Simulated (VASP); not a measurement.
# MgO (Fm-3m) in VASP: single point with LDA

Aim: the single point of MgO with LDA.

All numbers are computed with VASP 6.6.1; they aren't measurements. Logs are shortened: lines on timing, memory, paths and dates and some standing lists are left out, and cuts for length are marked.

## (1) The cell of the first run

It takes space group Fm-3m (No. 225, cubic). Conventional cell: a = 4.194 Å, b = 4.194 Å, c = 4.194 Å, α = 90.00°, β = 90.00°, γ = 90.00°. Mg (site symmetry m-3m) has 6 O at 2.10 Å within 2.8 Å. Within 2.8 Å of O (site symmetry m-3m) lie 6 Mg at 2.10 Å.

## (2) Single point, LDA

Contents of INCAR:

```
SYSTEM = MgO
  PREC = Accurate
  ENCUT = 840
  EDIFF = 1E-6
  ISMEAR = 0
  SIGMA = 0.1
  LREAL = .FALSE.
  LASPH = .TRUE.
  NELM = 120
  ALGO = Normal
  ISIF = 2
  LWAVE = .FALSE.
  LCHARG = .FALSE.
  GGA = CA
  NBANDS = 15
  GGA_COMPAT = .FALSE.
```

Contents of KPOINTS:

```
regular mesh
0
G
  8 8 8
  0 0 0
```

Contents of POSCAR:

```
MgO
1.0
    0.0000000000      2.0970013900      2.0970013900
    2.0970013900      0.0000000000      2.0970013900
    2.0970013900      2.0970013900      0.0000000000
Mg O
1 1
Direct
    0.0000000000      0.0000000000      0.0000000000
    0.5000000000      0.5000000000      0.5000000000
```

Potentials or basis: VASP PAW LDA potentials, release 64 (Mg_sv, O).

Launch:

```sh
$ cat potpaw_LDA.64/Mg_sv/POTCAR potpaw_LDA.64/O/POTCAR > POTCAR
$ mpirun -np 1 vasp_std > vasp.out
```

OUTCAR:

```text
SYSTEM = MgO
   PREC = Accurate
   ENCUT = 840
   EDIFF = 1E-6
   ISMEAR = 0
   LREAL = .FALSE.
   LASPH = .TRUE.
   NELM = 120
   ISIF = 2
   GGA = CA

 ion  position               nearest neighbor table
   1  0.000  0.000  0.000-   2 2.10   2 2.10   2 2.10   2 2.10   2 2.10   2 2.10
   2  0.500  0.500  0.500-   1 2.10   1 2.10   1 2.10   1 2.10   1 2.10   1 2.10

  LATTYP: Found a face centered cubic cell.
 ALAT       =     4.1940027800

  Lattice vectors:

 A1 = (   0.0000000000,   2.0970013900,   2.0970013900)
 A2 = (   2.0970013900,   0.0000000000,   2.0970013900)
 A3 = (   2.0970013900,   2.0970013900,   0.0000000000)

Analysis of symmetry for initial positions (statically):
=====================================================================
 Subroutine PRICEL returns:
 Original cell was already a primitive cell.

 Routine SETGRP: Setting up the symmetry group for a
 face centered cubic supercell.

 Subroutine GETGRP returns: Found 48 space group operations
 (whereof 48 operations were pure point group operations)
 out of a pool of 48 trial point group operations.

The static configuration has the point symmetry O_h .

Analysis of symmetry for dynamics (positions and initial velocities):
=====================================================================
 Subroutine PRICEL returns:
 Original cell was already a primitive cell.

 Routine SETGRP: Setting up the symmetry group for a
 face centered cubic supercell.

 Subroutine GETGRP returns: Found 48 space group operations
 (whereof 48 operations were pure point group operations)
 out of a pool of 48 trial point group operations.

The dynamic configuration has the point symmetry O_h .

 Subroutine INISYM returns: Found 48 space group operations
 (whereof 48 operations are pure point group operations),
 and found     1 'primitive' translations

----------------------------------------------------------------------------------------

                                     Primitive cell

  volume of cell :      18.4428

  direct lattice vectors                    reciprocal lattice vectors
     0.000000000  2.097001390  2.097001390    -0.238435703  0.238435703  0.238435703
     2.097001390  0.000000000  2.097001390     0.238435703 -0.238435703  0.238435703
     2.097001390  2.097001390  0.000000000     0.238435703  0.238435703 -0.238435703

  length of vectors
     2.965607806  2.965607806  2.965607806     0.412982751  0.412982751  0.412982751

  position of ions in fractional coordinates (direct lattice)
     0.000000000  0.000000000  0.000000000
     0.500000000  0.500000000  0.500000000

  ion indices of the primitive-cell ions
   primitive index   ion index
                 1           1
                 2           2

----------------------------------------------------------------------------------------

 KPOINTS: regular mesh

Automatic generation of k-mesh.
 Grid dimensions read from file:
 generate k-points for:    8    8    8

 Generating k-lattice:

  Cartesian coordinates                     Fractional coordinates (reciprocal lattice)
    -0.029804463  0.029804463  0.029804463     0.125000000  0.000000000  0.000000000
     0.029804463 -0.029804463  0.029804463     0.000000000  0.125000000  0.000000000
     0.029804463  0.029804463 -0.029804463     0.000000000  0.000000000  0.125000000

  Length of vectors
     0.051622844  0.051622844  0.051622844

  Shift w.r.t. Gamma in fractional coordinates (k-lattice)
     0.000000000  0.000000000  0.000000000

 Subroutine IBZKPT returns following result:
 ===========================================

 Found     29 irreducible k-points:

 Following reciprocal coordinates:
            Coordinates               Weight
  0.000000  0.000000  0.000000      1.000000
  0.125000  0.000000  0.000000      8.000000
  0.250000  0.000000  0.000000      8.000000
  0.375000  0.000000  0.000000      8.000000
  0.500000  0.000000  0.000000      4.000000
  0.125000  0.125000  0.000000      6.000000
[... 16 lines left out ...]
  0.500000  0.250000  0.125000     48.000000
 -0.375000  0.250000  0.125000     24.000000
 [... further k-points ...]
   k-points           NKPTS =     29   k-points in BZ     NKDIM =     29   number of bands    NBANDS=     15
   number of dos      NEDOS =    301   number of ions     NIONS =      2
   total plane-waves  NPLWV =  21952
   dimension x,y,z NGX =    28 NGY =   28 NGZ =   28
   dimension x,y,z NGXF=    56 NGYF=   56 NGZF=   56
   ions per type =               1   1
   NGX,Y,Z   is equivalent  to a cutoff of  15.70, 15.70, 15.70 a.u.
   NGXF,Y,Z  is equivalent  to a cutoff of  31.39, 31.39, 31.39 a.u.
 SYSTEM =  MgO
   PREC   = accura    normal or accurate (medium, high low for compatibility)
   ISTART =      0    job   : 0-new  1-cont  2-samecut
   ICHARG =      2    charge: 1-file 2-atom 10-const
   ISPIN  =      1    spin polarized calculation?
   LNONCOLLINEAR =      F non collinear calculations
   LSORBIT =      F    spin-orbit coupling
   LASPH  =      T    aspherical Exc in radial PAW
   ENCUT  =  840.0 eV  61.74 Ry    7.86 a.u.   7.01  7.01  7.01*2*pi/ulx,y,z
   NELM   =    120;   NELMIN=  2; NELMDL= -5     # of ELM steps
   EDIFF  = 0.1E-05   stopping-criterion for ELM
   LREAL  =      F    real-space projection
   EDIFFG = 0.1E-04   stopping-criterion for IOM
   NSW    =      0    number of steps for IOM
   IBRION =     -1    ionic relax: 0-MD 1-quasi-New 2-CG
   NFREE  =      0    steps in history (QN), initial steepest desc. (CG)
   ISIF   =      2    stress and relaxation
   ISYM   =      2    0-nonsym 1-usesym 2-fastsym
   POTIM  = 0.5000    time-step for ionic-motion
   TEBEG  =    0.0;   TEEND  =   0.0 temperature during run
   PSTRESS=    0.0 pullay stress
   NELECT =      16.0000    total number of electrons
   NUPDOWN=      -1.0000    fix difference up-down
   EMIN   =  10.00;   EMAX   =-10.00  energy-range for DOS
   EFERMI =   0.00;   METHOD = LEGACY
   ISMEAR =     0;   SIGMA  =   0.10  broadening in eV -4-tet -1-fermi 0-gaus
   EFERMI_NEDOS =   21; number of points for ismear=-14 and -15
   IALGO  =     38    algorithm
   IMIX   =      4    mixing-type and parameters
     AMIX     =   0.40;   BMIX     =  1.00
     AMIX_MAG =   1.60;   BMIX_MAG =  1.00
  volume/ion in A,a.u.               =       9.22        62.23
  Fermi-wavevector in a.u.,A,eV,Ry     =   1.561371  2.950563 33.169363  2.437879
  Thomas-Fermi vector in A             =   2.664446
   LORBIT       =      0    0 simple, 1 ext, 2 COOP (PROOUT), +10 PAW based schemes
   GGA     = CA    functional components
   LHFCALC =     F    Hartree Fock is set to
   AEXX    =    0.0000 exact exchange contribution
   IVDW    =     0    specifies the selected vdW correction
   LEPSILON=     F    determine dielectric tensor
   LRPA    =     F    only Hartree local field effects (RPA)
 non-spin polarized calculation
 Gauss-broadening in eV      SIGMA  =   0.10
  energy-cutoff  :      840.00
  volume of cell :       18.44
 maximum number of plane-waves:      1036
   NGX = 13   NGY = 13   NGZ = 13

 number of electron      15.9999993 magnetization

 Free energy of the ion-electron system (eV)
  ---------------------------------------------------
  ext. energy  EPLUGINS =         0.00000000
  ---------------------------------------------------
  free energy    TOTEN  =       -13.23055009 eV

  energy without entropy =      -13.23055009  energy(sigma->0) =      -13.23055009

 E-fermi :   3.0899     XC(G=0): -12.0000

 val. band max:        2.6743327678   @ k =   0.0000   0.0000   0.0000
 cond. band min:       7.4687114863   @ k =   0.0000   0.0000   0.0000
 fundamental gap:      4.7943787185
 Fermi energy:         3.0899026457

 k-point     1 :       0.0000    0.0000    0.0000
  band No.  band energies     occupation
      1     -68.6198      2.00000
      2     -36.0797      2.00000
      3     -36.0797      2.00000
      4     -36.0797      2.00000
      5     -14.3777      2.00000
      6       2.6743      2.00000
      7       2.6743      2.00000
      8       2.6743      2.00000
      9       7.4687      0.00000
     10      18.2744      0.00000
     11      18.2744      0.00000
     12      18.2744      0.00000
     13      22.3355      0.00000
     14      23.9860      0.00000
     15      23.9860      0.00000

 k-point     2 :       0.1250    0.0000    0.0000
  band No.  band energies     occupation
      1     -68.6186      2.00000
      2     -36.0940      2.00000
      3     -36.0812      2.00000
      4     -36.0812      2.00000
      5     -14.1991      2.00000
      6       1.7059      2.00000
      7       2.5663      2.00000
      8       2.5663      2.00000
      9       8.3720      0.00000
     10      16.6217      0.00000
     11      18.6398      0.00000
     12      18.6398      0.00000
     13      23.0206      0.00000
     14      23.0206      0.00000
     15      24.4819      0.00000

 k-point     3 :       0.2500    0.0000    0.0000
  band No.  band energies     occupation
      1     -68.6152      2.00000
      2     -36.1282      2.00000
      3     -36.0847      2.00000
      4     -36.0847      2.00000
      5     -13.7336      2.00000
      6      -0.0407      2.00000
      7       2.3176      2.00000
      8       2.3176      2.00000
      9       9.7798      0.00000
     10      15.1142      0.00000
     11      19.1494      0.00000
     12      19.1494      0.00000
     13      22.6283      0.00000
     14      22.6283      0.00000
     15      24.5821      0.00000
[... 343 lines left out ...]
 k-point    23 :       0.5000    0.2500    0.1250
  band No.  band energies     occupation
      1     -68.6097      2.00000
      2     -36.1527      2.00000
      3     -36.1106      2.00000
      4     -36.0947      2.00000
      5     -12.9986      2.00000
      6      -1.1280      2.00000
      7       0.8945      2.00000
      8       1.7739      2.00000
      9      12.1261      0.00000
     10      14.2205      0.00000
     11      16.4643      0.00000
     12      19.6701      0.00000
     13      22.2067      0.00000
     14      24.9321      0.00000
     15      28.5592      0.00000

 k-point    24 :      -0.3750    0.2500    0.1250
  band No.  band energies     occupation
      1     -68.6086      2.00000
      2     -36.1604      2.00000
      3     -36.1131      2.00000
      4     -36.0976      2.00000
      5     -12.8157      2.00000
      6      -1.4380      2.00000
      7       0.6824      2.00000
      8       1.6510      2.00000
      9      12.2702      0.00000
     10      14.8012      0.00000
     11      16.0334      0.00000
     12      19.4284      0.00000
     13      23.0811      0.00000
     14      24.5911      0.00000
     15      28.6897      0.00000

 [... further k-points ...]

------------------------ aborting loop because EDIFF is reached ----------------------------------------

  FORCE on cell =-STRESS in cart. coord.  units (eV):
  Direction    XX          YY          ZZ          XY          YZ          ZX
  --------------------------------------------------------------------------------------
  -------------------------------------------------------------------------------------
  Total       -0.4095641     -0.4095641     -0.4095641     -0.0000000      0.0000000      0.0000000
  in kB      -35.5800297    -35.5800297    -35.5800297     -0.0000000      0.0000000      0.0000000
  external PRESSURE =     -35.5800297 kB  Pullay stress =       0.0000000 kB

 VOLUME and BASIS-vectors are now :
 -----------------------------------------------------------------------------
  energy-cutoff  :      840.00
  volume of cell :       18.44
      direct lattice vectors                 reciprocal lattice vectors
     0.000000000  2.097001390  2.097001390    -0.238435703  0.238435703  0.238435703
     2.097001390  0.000000000  2.097001390     0.238435703 -0.238435703  0.238435703
     2.097001390  2.097001390  0.000000000     0.238435703  0.238435703 -0.238435703

 POSITION                                       TOTAL-FORCE (eV/Angst)
 -----------------------------------------------------------------------------------
      0.00000      0.00000      0.00000        -0.000000     -0.000000      0.000000
      2.09700      2.09700      2.09700         0.000000      0.000000     -0.000000
 -----------------------------------------------------------------------------------
    total drift:                                0.000000      0.000000      0.000000

  FREE ENERGIE OF THE ION-ELECTRON SYSTEM (eV)
  ---------------------------------------------------
  free  energy   TOTEN  =       -13.2305500855 eV

  energy  without entropy=      -13.2305500855  energy(sigma->0) =      -13.23055009
```

Wall time 14 s (1 thread of Intel Xeon Platinum 8259CL at 2.50GHz (Skylake/Cascade Lake), shared host); peak memory 0.14 GiB.

Results:

```yaml
Free_energy: -13.2306 eV
Pressure: -3.6 GPa
Band_gap_on_the_k_mesh: 4.79 eV
```

Caveat: the cell stands under tension.
